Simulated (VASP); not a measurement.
# ZnS (Wurtzite-2H) (P6_3mc) in VASP: notebook

Runs on ZnS (Wurtzite-2H). Level: PBEsol. Tasks: single point, relaxation of cell and atoms.

Everything below comes from runs of VASP 6.6.1. Logs are shortened: lines on timing, memory, paths and dates and some standing lists are left out, and cuts for length are marked.

### Step 1. The cell of the first run

It takes space group P6_3mc (No. 186, hexagonal). The conventional cell has a = 3.782 Å, b = 3.782 Å, c = 6.208 Å, α = 90.00°, β = 90.00°, γ = 120.00°. Within 3.1 Å of Zn (site symmetry 3m) lie 4 S at 2.32 Å. S (site symmetry 3m) has 4 Zn at 2.32 Å within 3.1 Å.

### Step 2. Single point, PBEsol

Contents of INCAR:

```
PREC = Accurate
ENCUT = 520
EDIFF = 1E-7
ISMEAR = 0
SIGMA = 0.02
LREAL = F
LASPH = T
NELM = 60
ALGO = Normal
ISIF = 2
LWAVE = F
LCHARG = F
GGA = PS
NBANDS = 26
```

Contents of KPOINTS:

```
regular mesh
0
Gamma
  9 9 6
```

Contents of POSCAR:

```
ZnS
1.0
    3.7821214607      0.0000000000      0.0000000000
   -1.8910607304      3.2754132652      0.0000000000
    0.0000000000      0.0000000000      6.2077271049
Zn S
2 2
Direct
    0.3333333333      0.6666666667      0.0054145277
    0.6666666667      0.3333333333      0.5054145277
    0.3333333333      0.6666666667      0.3795854723
    0.6666666667      0.3333333333      0.8795854723
```

Potentials or basis: VASP PAW PBE potentials, release 64 (Zn, S).

The run is started by

```bash
$ cat potpaw_PBE.64/Zn/POTCAR potpaw_PBE.64/S/POTCAR > POTCAR
$ mpirun -np 1 vasp_std > vasp.out
```

OUTCAR:

```text
PREC = Accurate
   ENCUT = 520
   EDIFF = 1E-7
   ISMEAR = 0
   LREAL = F
   LASPH = T
   NELM = 60
   ISIF = 2
   GGA = PS

 ion  position               nearest neighbor table
   1  0.333  0.667  0.005-   4 2.32   4 2.32   4 2.32   3 2.32
   2  0.667  0.333  0.505-   3 2.32   3 2.32   3 2.32   4 2.32
   3  0.333  0.667  0.380-   2 2.32   2 2.32   2 2.32   1 2.32
   4  0.667  0.333  0.880-   1 2.32   1 2.32   1 2.32   2 2.32

  LATTYP: Found a hexagonal cell.
 ALAT       =     3.7821214607
 C/A-ratio  =     1.6413346767

  Lattice vectors:

 A1 = (   3.7821214607,   0.0000000000,   0.0000000000)
 A2 = (  -1.8910607304,   3.2754132652,   0.0000000000)
 A3 = (   0.0000000000,   0.0000000000,   6.2077271049)

Analysis of symmetry for initial positions (statically):
=====================================================================
 Subroutine PRICEL returns:
 Original cell was already a primitive cell.

 Routine SETGRP: Setting up the symmetry group for a
 hexagonal supercell.

 Subroutine GETGRP returns: Found 12 space group operations
 (whereof  6 operations were pure point group operations)
 out of a pool of 24 trial point group operations.

The static configuration has the point symmetry C_3v.
 The point group associated with its full space group is C_6v.

Analysis of symmetry for dynamics (positions and initial velocities):
=====================================================================
 Subroutine PRICEL returns:
 Original cell was already a primitive cell.

 Routine SETGRP: Setting up the symmetry group for a
 hexagonal supercell.

 Subroutine GETGRP returns: Found 12 space group operations
 (whereof  6 operations were pure point group operations)
 out of a pool of 24 trial point group operations.

The dynamic configuration has the point symmetry C_3v.
 The point group associated with its full space group is C_6v.

 Subroutine INISYM returns: Found 12 space group operations
 (whereof  6 operations are pure point group operations),
 and found     1 'primitive' translations

----------------------------------------------------------------------------------------

                                     Primitive cell

  volume of cell :      76.9014

  direct lattice vectors                    reciprocal lattice vectors
     3.782121461  0.000000000  0.000000000     0.264401873  0.152652493  0.000000000
    -1.891060730  3.275413265  0.000000000     0.000000000  0.305304986  0.000000000
     0.000000000  0.000000000  6.207727105     0.000000000  0.000000000  0.161089556

  length of vectors
     3.782121461  3.782121461  6.207727105     0.305304986  0.305304986  0.161089556

  position of ions in fractional coordinates (direct lattice)
     0.333333333  0.666666667  0.005414528
     0.666666667  0.333333333  0.505414528
     0.333333333  0.666666667  0.379585472
     0.666666667  0.333333333  0.879585472

  ion indices of the primitive-cell ions
   primitive index   ion index
                 1           1
                 2           2
                 3           3
                 4           4

----------------------------------------------------------------------------------------

 KPOINTS: regular mesh

Automatic generation of k-mesh.
 Grid dimensions read from file:
 generate k-points for:    9    9    6

 Generating k-lattice:

  Cartesian coordinates                     Fractional coordinates (reciprocal lattice)
     0.029377986  0.016961388  0.000000000     0.111111111  0.000000000  0.000000000
     0.000000000  0.033922776  0.000000000     0.000000000  0.111111111  0.000000000
     0.000000000  0.000000000  0.026848259     0.000000000  0.000000000  0.166666667

  Length of vectors
     0.033922776  0.033922776  0.026848259

  Shift w.r.t. Gamma in fractional coordinates (k-lattice)
     0.000000000  0.000000000  0.000000000

 Subroutine IBZKPT returns following result:
 ===========================================

 Found     48 irreducible k-points:

 Following reciprocal coordinates:
            Coordinates               Weight
  0.000000  0.000000  0.000000      1.000000
  0.111111  0.000000  0.000000      6.000000
  0.222222  0.000000  0.000000      6.000000
  0.333333  0.000000  0.000000      6.000000
  0.444444  0.000000  0.000000      6.000000
  0.111111  0.111111  0.000000      6.000000
[... 16 lines left out ...]
  0.333333  0.222222  0.166667     24.000000
  0.333333  0.333333  0.166667      4.000000
 [... further k-points ...]
   k-points           NKPTS =     48   k-points in BZ     NKDIM =     48   number of bands    NBANDS=     26
   number of dos      NEDOS =    301   number of ions     NIONS =      4
   total plane-waves  NPLWV =  37632
   dimension x,y,z NGX =    28 NGY =   28 NGZ =   48
   dimension x,y,z NGXF=    56 NGYF=   56 NGZF=   96
   ions per type =               2   2
   NGX,Y,Z   is equivalent  to a cutoff of  12.31, 12.31, 12.85 a.u.
   NGXF,Y,Z  is equivalent  to a cutoff of  24.62, 24.62, 25.71 a.u.
 SYSTEM =  unknown system
   PREC   = accura    normal or accurate (medium, high low for compatibility)
   ISTART =      0    job   : 0-new  1-cont  2-samecut
   ICHARG =      2    charge: 1-file 2-atom 10-const
   ISPIN  =      1    spin polarized calculation?
   LNONCOLLINEAR =      F non collinear calculations
   LSORBIT =      F    spin-orbit coupling
   LASPH  =      T    aspherical Exc in radial PAW
   ENCUT  =  520.0 eV  38.22 Ry    6.18 a.u.   7.03  7.03 11.54*2*pi/ulx,y,z
   NELM   =     60;   NELMIN=  2; NELMDL= -5     # of ELM steps
   EDIFF  = 0.1E-06   stopping-criterion for ELM
   LREAL  =      F    real-space projection
   EDIFFG = 0.1E-05   stopping-criterion for IOM
   NSW    =      0    number of steps for IOM
   IBRION =     -1    ionic relax: 0-MD 1-quasi-New 2-CG
   NFREE  =      0    steps in history (QN), initial steepest desc. (CG)
   ISIF   =      2    stress and relaxation
   ISYM   =      2    0-nonsym 1-usesym 2-fastsym
   POTIM  = 0.5000    time-step for ionic-motion
   TEBEG  =    0.0;   TEEND  =   0.0 temperature during run
   PSTRESS=    0.0 pullay stress
   NELECT =      36.0000    total number of electrons
   NUPDOWN=      -1.0000    fix difference up-down
   EMIN   =  10.00;   EMAX   =-10.00  energy-range for DOS
   EFERMI =   0.00;   METHOD = LEGACY
   ISMEAR =     0;   SIGMA  =   0.02  broadening in eV -4-tet -1-fermi 0-gaus
   EFERMI_NEDOS =   21; number of points for ismear=-14 and -15
   IALGO  =     38    algorithm
   IMIX   =      4    mixing-type and parameters
     AMIX     =   0.40;   BMIX     =  1.00
     AMIX_MAG =   1.60;   BMIX_MAG =  1.00
  volume/ion in A,a.u.               =      19.23       129.74
  Fermi-wavevector in a.u.,A,eV,Ry     =   1.271152  2.402130 21.984678  1.615828
  Thomas-Fermi vector in A             =   2.404101
   LORBIT       =      0    0 simple, 1 ext, 2 COOP (PROOUT), +10 PAW based schemes
   GGA     = PS    functional components
   LHFCALC =     F    Hartree Fock is set to
   AEXX    =    0.0000 exact exchange contribution
   IVDW    =     0    specifies the selected vdW correction
   LEPSILON=     F    determine dielectric tensor
   LRPA    =     F    only Hartree local field effects (RPA)
 non-spin polarized calculation
 Gauss-broadening in eV      SIGMA  =   0.02
  energy-cutoff  :      520.00
  volume of cell :       76.90
 maximum number of plane-waves:      2087
   NGX = 15   NGY = 15   NGZ = 23

 number of electron      36.0000003 magnetization

 Free energy of the ion-electron system (eV)
  ---------------------------------------------------
  ext. energy  EPLUGINS =         0.00000000
  ---------------------------------------------------
  free energy    TOTEN  =       -15.16733663 eV

  energy without entropy =      -15.16733663  energy(sigma->0) =      -15.16733663

 E-fermi :   2.3869     XC(G=0):  -9.9639

 val. band max:        2.2781668792   @ k =   0.0000   0.0000   0.0000
 cond. band min:       4.4395395583   @ k =   0.0000   0.0000   0.0000
 fundamental gap:      2.1613726791
 Fermi energy:         2.3869432439

 k-point     1 :       0.0000    0.0000    0.0000
  band No.  band energies     occupation
      1     -11.0894      2.00000
      2     -10.0927      2.00000
      3      -4.2102      2.00000
      4      -4.1937      2.00000
      5      -4.1937      2.00000
      6      -4.1081      2.00000
[... 18 lines left out ...]
     25       9.9061      0.00000
     26      11.4778      0.00000

 k-point     2 :       0.1111    0.0000    0.0000
  band No.  band energies     occupation
      1     -11.0014      2.00000
      2     -10.0431      2.00000
      3      -4.2070      2.00000
      4      -4.1879      2.00000
      5      -4.1764      2.00000
      6      -4.1001      2.00000
[... 18 lines left out ...]
     25      10.2939      0.00000
     26      10.9109      0.00000

 k-point     3 :       0.2222    0.0000    0.0000
  band No.  band energies     occupation
      1     -10.7584      2.00000
      2      -9.9201      2.00000
      3      -4.2198      2.00000
      4      -4.1531      2.00000
      5      -4.1371      2.00000
      6      -4.0583      2.00000
[... 18 lines left out ...]
     25      10.4446      0.00000
     26      11.1303      0.00000

 k-point     4 :       0.3333    0.0000    0.0000
  band No.  band energies     occupation
      1     -10.4298      2.00000
      2      -9.7976      2.00000
      3      -4.2143      2.00000
      4      -4.1148      2.00000
      5      -4.1031      2.00000
      6      -3.9570      2.00000
[... 18 lines left out ...]
     25      10.8646      0.00000
     26      11.9811      0.00000
[... 496 lines left out ...]
      1     -10.2293      2.00000
      2      -9.7919      2.00000
      3      -4.1524      2.00000
      4      -4.1161      2.00000
      5      -4.0334      2.00000
      6      -3.9814      2.00000
[... 18 lines left out ...]
     25      10.6785      0.00000
     26      11.6187      0.00000

 k-point    23 :       0.3333    0.2222    0.1667
  band No.  band energies     occupation
      1      -9.9943      2.00000
      2      -9.7740      2.00000
      3      -4.1635      2.00000
      4      -4.0576      2.00000
      5      -3.9705      2.00000
      6      -3.8922      2.00000
[... 18 lines left out ...]
     25      11.4458      0.00000
     26      12.2684      0.00000

 k-point    24 :       0.3333    0.3333    0.1667
  band No.  band energies     occupation
      1      -9.8405      2.00000
      2      -9.8405      2.00000
      3      -4.1654      2.00000
      4      -3.9973      2.00000
      5      -3.9973      2.00000
      6      -3.8688      2.00000
[... 18 lines left out ...]
     25      12.3109      0.00000
     26      12.3553      0.00000

 [... further k-points ...]
[... 5 lines left out ...]
  --------------------------------------------------------------------------------------
  -------------------------------------------------------------------------------------
  Total        0.0962420      0.0962420      0.0982234     -0.0000000      0.0000000      0.0000000
  in kB        2.0051227      2.0051227      2.0464039     -0.0000000      0.0000000      0.0000000
  external PRESSURE =       2.0188831 kB  Pullay stress =       0.0000000 kB

 VOLUME and BASIS-vectors are now :
 -----------------------------------------------------------------------------
  energy-cutoff  :      520.00
  volume of cell :       76.90
      direct lattice vectors                 reciprocal lattice vectors
     3.782121461  0.000000000  0.000000000     0.264401873  0.152652493  0.000000000
    -1.891060730  3.275413265  0.000000000     0.000000000  0.305304986  0.000000000
     0.000000000  0.000000000  6.207727105     0.000000000  0.000000000  0.161089556

 POSITION                                       TOTAL-FORCE (eV/Angst)
 -----------------------------------------------------------------------------------
     -0.00000      2.18361      0.03361         0.000000      0.000000      0.000473
      1.89106      1.09180      3.13748        -0.000000     -0.000000      0.000473
     -0.00000      2.18361      2.35636         0.000000     -0.000000     -0.000473
      1.89106      1.09180      5.46023        -0.000000     -0.000000     -0.000473
 -----------------------------------------------------------------------------------
    total drift:                               -0.000000     -0.000000     -0.000306

  FREE ENERGIE OF THE ION-ELECTRON SYSTEM (eV)
  ---------------------------------------------------
  free  energy   TOTEN  =       -15.1673366350 eV

  energy  without entropy=      -15.1673366350  energy(sigma->0) =      -15.16733663
```

Wall time 43 s (1 thread of Intel Xeon Platinum 8559C (Emerald Rapids), shared host); peak memory 0.22 GiB.

Results:

- Free energy: -15.1673 eV
- Pressure: 0.2 GPa
- Band gap on the k mesh: 2.16 eV, direct

Caveat: the PAW data sets were made with another functional, which shifts forces and pressure a little.

### Step 3. Relaxation of cell and atoms, PBEsol

This run uses another cell than the first one, of 20.19 Å³/atom, 1.050 times its volume.

Contents of INCAR:

```
SYSTEM = ZnS
PREC = Accurate
ENCUT = 600
EDIFF = 1E-7
ISMEAR = 0
SIGMA = 0.02
LREAL = .FALSE.
LASPH = .TRUE.
NELM = 80
ALGO = Normal
ISIF = 3
LWAVE = .FALSE.
LCHARG = .FALSE.
GGA = PS
IBRION = 2
NSW = 70
EDIFFG = -0.005
```

Contents of KPOINTS:

```
Automatic mesh
0
G
  9 9 6
  0 0 0
```

Contents of POSCAR:

```
ZnS
1.0
    3.8455096032      0.0000000000      0.0000000000
   -1.9227548016      3.3303090069      0.0000000000
    0.0000000000      0.0000000000      6.3052911691
Zn S
2 2
Direct
    0.3333333333      0.6666666667      0.0052193967
    0.6666666667      0.3333333333      0.5052193967
    0.3333333333      0.6666666667      0.3797806033
    0.6666666667      0.3333333333      0.8797806033
```

Potentials or basis: VASP PAW PBE potentials, release 64 (Zn, S).

The run is started by

```bash
$ cat potpaw_PBE.64/Zn/POTCAR potpaw_PBE.64/S/POTCAR > POTCAR
$ mpirun -np 1 vasp_std > vasp.out
```

Run time: 2.7 min. Hardware: 1 thread of Intel Xeon Platinum 8559C (Emerald Rapids), shared host; peak memory 0.28 GiB.

The run converged. Its results:

- Free energy: -15.1685 eV
- Relaxed volume: 19.28 Å³/atom
- Relaxed cell: a = 3.786 Å, b = 3.786 Å, c = 6.211 Å, α = 90.00°, β = 90.00°, γ = 120.00°
- Space group after relaxing (to 0.05 Å): P6_3mc (No. 186)
- Energy gained by relaxing: 9.8 meV/atom
- Ionic steps: 7
- Pressure after relaxing: 0.0 GPa
- Largest force after relaxing: 0.004 eV/Å
- Band gap on the k mesh: 2.15 eV, direct

Forces in eV/Å, atoms in the order of the input:
```
Zn   0.000  0.000  0.004
Zn   0.000  0.000  0.004
S    0.000  0.000 -0.004
S    0.000  0.000 -0.004
```

The path:
| step | energy change (eV) | largest force (eV/Å) | pressure (GPa) | volume (Å³) |
| --- | --- | --- | --- | --- |
| 1 | 0.0000 | 0.0028 | -3.28 | 80.75 |
| 2 | -0.0351 | 0.0121 | 1.16 | 76.01 |
| 3 | -0.0390 | 0.0082 | 0.00 | 77.10 |
| 4 | -0.0390 | 0.0085 | 0.07 | 77.02 |
| 5 | -0.0390 | 0.0055 | -0.02 | 77.11 |
| 6 | -0.0390 | 0.0053 | -0.02 | 77.11 |
| 7 | -0.0390 | 0.0036 | 0.02 | 77.10 |

Final structure:
```
Zn S
1.0
     3.78603    0.00000    0.00000
    -1.89301    3.27880    0.00000
     0.00000    0.00000    6.21111
Zn S
2 2
Direct
  0.33333 0.66667 0.00532
  0.66667 0.33333 0.50532
  0.33333 0.66667 0.37968
  0.66667 0.33333 0.87968
```

Levels at points of the mesh, in eV from the valence-band top:
```csv
k point,band 15,band 16,band 17,band 18,band 19,band 20,band 21,band 22
"(0.00, 0.00, 0.00)",-0.93,-0.09,0.00,0.00,2.15,3.02,6.21,6.21
"(0.00, 0.00, 0.50)",-0.49,-0.49,-0.49,-0.49,3.50,3.50,6.67,6.67
```

Caveat: the PAW data sets were made with another functional, which shifts forces and pressure a little.
